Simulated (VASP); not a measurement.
Crystal: Mg3ZnTe4.

```
Mg Zn Te
1.0
     4.53752    0.00000    0.00000
    -2.26876    3.92961    0.00000
     0.00000    0.00000   14.91083
Mg Zn Te
3 1 4
Direct
  0.66667 0.33333 0.00492
  0.66667 0.33333 0.49544
  0.00000 0.00000 0.75029
  0.00000 0.00000 0.25038
  0.66667 0.33333 0.19476
  0.66667 0.33333 0.68450
  0.00000 0.00000 0.43050
  0.00000 0.00000 0.93922
```

Base run:

```yaml
Program: VASP 6.6.1
Functional: r2SCAN
Potentials_or_basis: VASP PAW PBE potentials, release 64 (Mg, Zn, Te)
Cutoff: 520 eV
k_mesh: 6 × 6 × 2
Occupations: gaussian, width 0.02 eV
Spin: no spin polarisation
```

Its results: band gap on the k mesh 1.97 eV; pressure -0.9 GPa; largest force 0.031 eV/Å.

Q: The run is repeated on the same cell with these changes: functional from r2SCAN to LDA; potentials or basis from VASP PAW PBE potentials, release 64 (Mg, Zn, Te) to VASP PAW LDA potentials, release 64 (Mg, Zn, Te). What comes out?

A: Band gap on the k mesh 1.31 eV; pressure -2.6 GPa; largest force 0.131 eV/Å.

Caveats: spin-orbit coupling is left out, which moves the levels of the heavy elements; the PAW data sets were made with another functional, which shifts forces and pressure a little (at least some runs).

A k mesh can miss the band edges.
